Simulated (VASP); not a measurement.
Crystal: LaTlS2.

```
CELL_PARAMETERS angstrom
4.08597 0.00000 0.00000
0.00000 4.08597 0.00000
0.00000 0.00000 5.77843
ATOMIC_POSITIONS crystal
Tl 0.00000 0.00000 0.00000
S 0.00000 0.00000 0.50000
S 0.50000 0.50000 0.00000
La 0.50000 0.50000 0.50000
```

* Program: VASP 6.6.1
* Task: relaxation of cell and atoms
* Functional: PBE
* Potentials or basis: VASP PAW PBE potentials, release 64 (Tl_d, S, La)
* Cutoff: 600 eV
* k mesh: 6 × 6 × 4
* Occupations: fermi-dirac, width 0.02 eV
* Spin: no spin polarisation

At the start: pressure 8.0 GPa; volume 24.12 Å³/atom.

Task: How do energy, volume and symmetry change on relaxing?

Result: Over 9 steps the energy falls by 68.9 meV/atom and the volume is 27.30 Å³/atom (+13.2 %); space group P4/mmm (No. 123, to 0.1 Å) before and after.

Step by step:
```
step  energy change (eV)  largest force (eV/Å)  pressure (GPa)  volume (Å³)
   1              0.0000                0.0000            7.97        96.47
   2             -0.2379                0.0000           -2.17       114.20
   3             -0.2722                0.0000            0.06       108.77
   4             -0.2723                0.0000           -0.04       109.02
   5             -0.2755                0.0000            0.07       109.03
   6             -0.2755                0.0000            0.07       109.03
   7             -0.2755                0.0000            0.07       109.03
   8             -0.2755                0.0000            0.07       109.03
   9             -0.2756                0.0000            0.00       109.21
```

Final structure:
```
Tl S La
1.0
     4.28327    0.00000    0.00000
     0.00000    4.28327    0.00000
     0.00000    0.00000    5.95255
Tl S La
1 2 1
Direct
  0.00000 0.00000 0.00000
  0.00000 0.00000 0.50000
  0.50000 0.50000 0.00000
  0.50000 0.50000 0.50000
```
